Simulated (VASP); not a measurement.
# Zr3Ag (P4/mmm) in VASP: notebook

Zr3Ag is run at these levels: LDA; tasks: electric field gradients.

Program: VASP 6.6.1. These are calculated values, not measurements. Logs are shortened: lines on timing, memory, paths and dates and some standing lists are left out, and cuts for length are marked.

**1. The cell of the first run**

The structure is tetragonal, space group P4/mmm (No. 123). The conventional cell has a = 4.535 Å, b = 4.535 Å, c = 3.959 Å, α = 90.00°, β = 90.00°, γ = 90.00°. Zr (site symmetry 4/mmm) has 10 Zr at 3.01 to 3.96 Å and 4 Ag at 3.21 Å within 4.0 Å. Within 4.0 Å of Zr (site symmetry mmm) lie 10 Zr at 3.01 to 3.96 Å and 4 Ag at 3.01 Å. Ag (site symmetry 4/mmm) has 12 Zr at 3.01 to 3.21 Å and 2 Ag at 3.96 Å within 4.0 Å.

**2. Electric field gradients, LDA (20.36 Å³/atom)**

INCAR reads:

```
  PREC = Accurate
  ENCUT = 520
  EDIFF = 1E-8
  ISMEAR = -1
  SIGMA = 0.05
  LREAL = False
  LASPH = True
  NELM = 100
  ALGO = Normal
  ISIF = 2
  LWAVE = False
  LCHARG = False
  GGA = CA
  LEFG = True
  NBANDS = 32
```

KPOINTS reads:

```
regular mesh
0
Gamma
  7 7 8
```

POSCAR reads:

```
Zr3Ag
1.0
    4.5353547813      0.0000000000      0.0000000000
    0.0000000000      4.5353547813      0.0000000000
    0.0000000000      0.0000000000      3.9592475161
Zr Ag
3 1
Direct
    0.5000000000      0.5000000000      0.0000000000
    0.0000000000      0.5000000000      0.5000000000
    0.5000000000      0.0000000000      0.5000000000
    0.0000000000      0.0000000000      0.0000000000
```

Potentials or basis: VASP PAW LDA potentials, release 64 (Zr_sv, Ag).

Command:

```console
$ cat potpaw_LDA.64/Zr_sv/POTCAR potpaw_LDA.64/Ag/POTCAR > POTCAR
$ mpirun -np 1 vasp_std > vasp.out
```

OUTCAR:

```text
PREC = Accurate
   ENCUT = 520
   EDIFF = 1E-8
   ISMEAR = -1
   LREAL = False
   LASPH = True
   NELM = 100
   ISIF = 2
   GGA = CA

 ion  position               nearest neighbor table
   1  0.500  0.500  0.000-   2 3.01   3 3.01   2 3.01   3 3.01   3 3.01   3 3.01   2 3.01   2 3.01
                             4 3.21   4 3.21   4 3.21   4 3.21
   2  0.000  0.500  0.500-   1 3.01   4 3.01   1 3.01   4 3.01   4 3.01   4 3.01   1 3.01   1 3.01
                             3 3.21   3 3.21   3 3.21   3 3.21
   3  0.500  0.000  0.500-   1 3.01   4 3.01   1 3.01   4 3.01   1 3.01   1 3.01   4 3.01   4 3.01
                             2 3.21   2 3.21   2 3.21   2 3.21
   4  0.000  0.000  0.000-   2 3.01   3 3.01   2 3.01   3 3.01   2 3.01   2 3.01   3 3.01   3 3.01
                             1 3.21   1 3.21   1 3.21   1 3.21

  LATTYP: Found a simple tetragonal cell.
 ALAT       =     4.5353547813
 C/A-ratio  =     0.8729741568

  Lattice vectors:

 A1 = (   4.5353547813,   0.0000000000,   0.0000000000)
 A2 = (   0.0000000000,   4.5353547813,   0.0000000000)
 A3 = (   0.0000000000,   0.0000000000,   3.9592475161)

Analysis of symmetry for initial positions (statically):
=====================================================================
 Subroutine PRICEL returns:
 Original cell was already a primitive cell.

 Routine SETGRP: Setting up the symmetry group for a
 simple tetragonal supercell.

 Subroutine GETGRP returns: Found 16 space group operations
 (whereof 16 operations were pure point group operations)
 out of a pool of 16 trial point group operations.

The static configuration has the point symmetry D_4h.

Analysis of symmetry for dynamics (positions and initial velocities):
=====================================================================
 Subroutine PRICEL returns:
 Original cell was already a primitive cell.

 Routine SETGRP: Setting up the symmetry group for a
 simple tetragonal supercell.

 Subroutine GETGRP returns: Found 16 space group operations
 (whereof 16 operations were pure point group operations)
 out of a pool of 16 trial point group operations.

The dynamic configuration has the point symmetry D_4h.

 Subroutine INISYM returns: Found 16 space group operations
 (whereof 16 operations are pure point group operations),
 and found     1 'primitive' translations

----------------------------------------------------------------------------------------

[... 147 lines left out ...]
 cond. band min:       9.2696444069   @ k =   0.2857   0.2857   0.1250
 fundamental gap:      0.0182412154
 Fermi energy:         9.2572129496

 k-point     1 :       0.0000    0.0000    0.0000
  band No.  band energies     occupation
      1     -38.9926      2.00000
      2     -38.8399      2.00000
      3     -38.5877      2.00000
      4     -17.5958      2.00000
      5     -17.5958      2.00000
      6     -17.4706      2.00000
[... 829 lines left out ...]
     31      13.1645      0.00000
     32      13.6304      0.00000

 [... further k-points ...]

------------------------ aborting loop because EDIFF is reached ----------------------------------------

  FORCE on cell =-STRESS in cart. coord.  units (eV):
  Direction    XX          YY          ZZ          XY          YZ          ZX
  --------------------------------------------------------------------------------------
  -------------------------------------------------------------------------------------
  Total       -1.8645924     -1.8645924     -0.5949811      0.0000000      0.0000000      0.0000000
  in kB      -36.6825321    -36.6825321    -11.7051928      0.0000000      0.0000000      0.0000000
  external PRESSURE =     -28.3567523 kB  Pullay stress =       0.0000000 kB

 VOLUME and BASIS-vectors are now :
 -----------------------------------------------------------------------------
  energy-cutoff  :      520.00
  volume of cell :       81.44
      direct lattice vectors                 reciprocal lattice vectors
     4.535354781  0.000000000  0.000000000     0.220489917  0.000000000  0.000000000
     0.000000000  4.535354781  0.000000000     0.000000000  0.220489917  0.000000000
     0.000000000  0.000000000  3.959247516     0.000000000  0.000000000  0.252573247

 POSITION                                       TOTAL-FORCE (eV/Angst)
 -----------------------------------------------------------------------------------
      2.26768      2.26768      0.00000         0.000000      0.000000      0.000000
      0.00000      2.26768      1.97962         0.000000      0.000000      0.000000
      2.26768      0.00000      1.97962         0.000000      0.000000      0.000000
      0.00000      0.00000      0.00000         0.000000      0.000000      0.000000
 -----------------------------------------------------------------------------------
    total drift:                                0.000000      0.000000      0.000000

  FREE ENERGIE OF THE ION-ELECTRON SYSTEM (eV)
  ---------------------------------------------------
  free  energy   TOTEN  =       -31.6850063771 eV

  energy  without entropy=      -31.6407041275  energy(sigma->0) =      -31.66285525

 Electric field gradients (V/A^2)
---------------------------------------------------------------------
 ion       V_xx      V_yy      V_zz      V_xy      V_xz      V_yz
---------------------------------------------------------------------
   1       4.382     4.382    -8.764     0.000    -0.000    -0.000
   2      45.583   -20.050   -25.533    -0.000    -0.000    -0.000
   3     -20.050    45.583   -25.533    -0.000    -0.000     0.000
   4      -3.364    -3.364     6.727    -0.000    -0.000     0.000
---------------------------------------------------------------------

 Electric field gradients after diagonalization (V/A^2)
 (convention: |V_zz| > |V_xx| > |V_yy|)
----------------------------------------------------------------------
 ion       V_xx      V_yy      V_zz     asymmetry (V_yy - V_xx)/ V_zz
----------------------------------------------------------------------
   1       4.382     4.382    -8.764       0.000
   2     -25.533   -20.050    45.583       0.120
   3     -25.533   -20.050    45.583       0.120
   4      -3.364    -3.364     6.727       0.000
----------------------------------------------------------------------

           NMR quadrupolar parameters

 Cq : quadrupolar parameter    Cq=e*Q*V_zz/h
 eta: asymmetry parameters     (V_yy - V_xx)/ V_zz
 Q  : nuclear electric quadrupole moment in mb (millibarn)
----------------------------------------------------------------------
 ion       Cq(MHz)       eta       Q (mb)
----------------------------------------------------------------------
   1      -0.021       0.000       1.000
   2       0.110       0.120       1.000
   3       0.110       0.120       1.000
   4       0.016       0.000       1.000
----------------------------------------------------------------------
```

stdout:

```text
POSCAR found type information on POSCAR ZrAg
 POSCAR found :  2 types and       4 ions
 scaLAPACK will be used
 LDA part: xc-table for (Slater(with rela. corr.)+CA(PZ))
 , standard interpolation
 POSCAR, INCAR and KPOINTS ok, starting setup
 FFT: planning ... GRIDC
 FFT: planning ... GRID_SOFT
 FFT: planning ... GRID
 WAVECAR not read
 entering main loop
ion   1

ion   2

ion   3

ion   4
```

Wall time 2.2 min (1 thread of Intel Xeon Platinum 8488C (Sapphire Rapids), shared host); peak memory 0.23 GiB.

What came out:

```yaml
Free_energy: -31.6850 eV
Pressure: -2.8 GPa
Band_gap_on_the_k_mesh: zero (an odd number of electrons rules out a gap without spin polarisation)
Largest_electric_field_gradient_by_atom: Zr -8.8, +45.6 (each value once); Ag +6.7 V/Å²
```

Stress tensor (GPa, compression positive):
```
-3.67  0.00  0.00
 0.00 -3.67  0.00
 0.00  0.00 -1.17
```

Levels at points of the mesh, in eV from the Fermi level:
| k point | band 21 | band 22 | band 23 | band 24 | band 25 | band 26 | band 27 | band 28 |
| --- | --- | --- | --- | --- | --- | --- | --- | --- |
| (0.00, 0.00, 0.00) | -0.90 | -0.90 | -0.85 | -0.18 | 2.24 | 2.24 | 3.33 | 3.33 |
| (0.00, 0.00, 0.50) | -0.92 | -0.92 | -0.89 | 0.91 | 0.94 | 0.94 | 2.28 | 2.28 |

Electric field gradients, principal values (V/Å²):
```csv
atom,least,middle,greatest (by size)
1 Zr,4.382,4.382,-8.764
2 Zr,-20.050,-25.533,45.583
3 Zr,-20.050,-25.533,45.583
4 Ag,-3.364,-3.364,6.727
```

Caveat: without QUAD_EFG the Cq values of the log hold for a quadrupole moment of 1 mb, not for the nuclei.

**3. Electric field gradients, LDA (20.36 Å³/atom)**

INCAR reads:

```
SYSTEM = Zr3Ag
PREC     = Accurate       ! precision mode
ENCUT    = 520            ! plane-wave cutoff, eV
EDIFF    = 1E-8           ! SCF threshold, eV
ISMEAR   = -1             ! smearing method
SIGMA    = 0.05           ! smearing width, eV
LREAL    = .FALSE.        ! projectors in reciprocal space
LASPH    = .TRUE.         ! aspherical terms in the spheres
NELM     = 60             ! most SCF steps
ALGO     = Normal         ! electronic algorithm
ISIF     = 2              ! what is computed and relaxed
LWAVE    = .FALSE.        ! write WAVECAR
LCHARG   = .FALSE.        ! write CHGCAR
LEFG     = .TRUE.       
NBANDS   = 32             ! bands
```

KPOINTS reads:

```
Automatic mesh
0
G
  7 7 8
  0 0 0
```

POSCAR is that of step 2.

Potentials or basis: VASP PAW LDA potentials, release 64 (Zr_sv, Ag).

Command:

```console
$ cat potpaw_LDA.64/Zr_sv/POTCAR potpaw_LDA.64/Ag/POTCAR > POTCAR
$ mpirun -np 1 vasp_std > vasp.out
```

OUTCAR:

```text
SYSTEM = Zr3Ag
   PREC = Accurate
   ENCUT = 520
   EDIFF = 1E-8
   ISMEAR = -1
   LREAL = .FALSE.
   LASPH = .TRUE.
   NELM = 60
   ISIF = 2

 ion  position               nearest neighbor table
   1  0.500  0.500  0.000-   2 3.01   3 3.01   2 3.01   3 3.01   3 3.01   3 3.01   2 3.01   2 3.01
                             4 3.21   4 3.21   4 3.21   4 3.21
   2  0.000  0.500  0.500-   1 3.01   4 3.01   1 3.01   4 3.01   4 3.01   4 3.01   1 3.01   1 3.01
                             3 3.21   3 3.21   3 3.21   3 3.21
   3  0.500  0.000  0.500-   1 3.01   4 3.01   1 3.01   4 3.01   1 3.01   1 3.01   4 3.01   4 3.01
                             2 3.21   2 3.21   2 3.21   2 3.21
   4  0.000  0.000  0.000-   2 3.01   3 3.01   2 3.01   3 3.01   2 3.01   2 3.01   3 3.01   3 3.01
                             1 3.21   1 3.21   1 3.21   1 3.21

  LATTYP: Found a simple tetragonal cell.
 ALAT       =     4.5353547813
 C/A-ratio  =     0.8729741568

  Lattice vectors:

 A1 = (   4.5353547813,   0.0000000000,   0.0000000000)
 A2 = (   0.0000000000,   4.5353547813,   0.0000000000)
 A3 = (   0.0000000000,   0.0000000000,   3.9592475161)

[... 1049 lines left out ...]
      0.00000      2.26768      1.97962         0.000000      0.000000      0.000000
      2.26768      0.00000      1.97962         0.000000      0.000000      0.000000
      0.00000      0.00000      0.00000         0.000000      0.000000      0.000000
 -----------------------------------------------------------------------------------
    total drift:                                0.000000      0.000000      0.000000

  FREE ENERGIE OF THE ION-ELECTRON SYSTEM (eV)
  ---------------------------------------------------
  free  energy   TOTEN  =       -31.6850063771 eV

  energy  without entropy=      -31.6407041275  energy(sigma->0) =      -31.66285525

 Electric field gradients (V/A^2)
---------------------------------------------------------------------
 ion       V_xx      V_yy      V_zz      V_xy      V_xz      V_yz
---------------------------------------------------------------------
   1       4.382     4.382    -8.764     0.000    -0.000    -0.000
   2      45.583   -20.050   -25.533    -0.000    -0.000    -0.000
   3     -20.050    45.583   -25.533    -0.000    -0.000     0.000
   4      -3.364    -3.364     6.727    -0.000    -0.000     0.000
---------------------------------------------------------------------

 Electric field gradients after diagonalization (V/A^2)
 (convention: |V_zz| > |V_xx| > |V_yy|)
----------------------------------------------------------------------
 ion       V_xx      V_yy      V_zz     asymmetry (V_yy - V_xx)/ V_zz
----------------------------------------------------------------------
   1       4.382     4.382    -8.764       0.000
   2     -25.533   -20.050    45.583       0.120
   3     -25.533   -20.050    45.583       0.120
   4      -3.364    -3.364     6.727       0.000
----------------------------------------------------------------------

           NMR quadrupolar parameters

 Cq : quadrupolar parameter    Cq=e*Q*V_zz/h
 eta: asymmetry parameters     (V_yy - V_xx)/ V_zz
 Q  : nuclear electric quadrupole moment in mb (millibarn)
----------------------------------------------------------------------
 ion       Cq(MHz)       eta       Q (mb)
----------------------------------------------------------------------
   1      -0.021       0.000       1.000
   2       0.110       0.120       1.000
   3       0.110       0.120       1.000
   4       0.016       0.000       1.000
----------------------------------------------------------------------
```

Wall time 2.2 min (1 thread of Intel Xeon Platinum 8488C (Sapphire Rapids), shared host); peak memory 0.24 GiB.

Results:

```yaml
Free_energy: -31.6850 eV
Pressure: -2.8 GPa
Band_gap_on_the_k_mesh: zero (an odd number of electrons rules out a gap without spin polarisation)
Largest_electric_field_gradient_by_atom: Zr -8.8, +45.6 (each value once); Ag +6.7 V/Å²
```

Electric field gradients, principal values (V/Å²):
```csv
atom,least,middle,greatest (by size)
1 Zr,4.382,4.382,-8.764
2 Zr,-20.050,-25.533,45.583
3 Zr,-20.050,-25.533,45.583
4 Ag,-3.364,-3.364,6.727
```

Caveat: without QUAD_EFG the Cq values of the log hold for a quadrupole moment of 1 mb, not for the nuclei.

(Continued in part 2 of 2.)
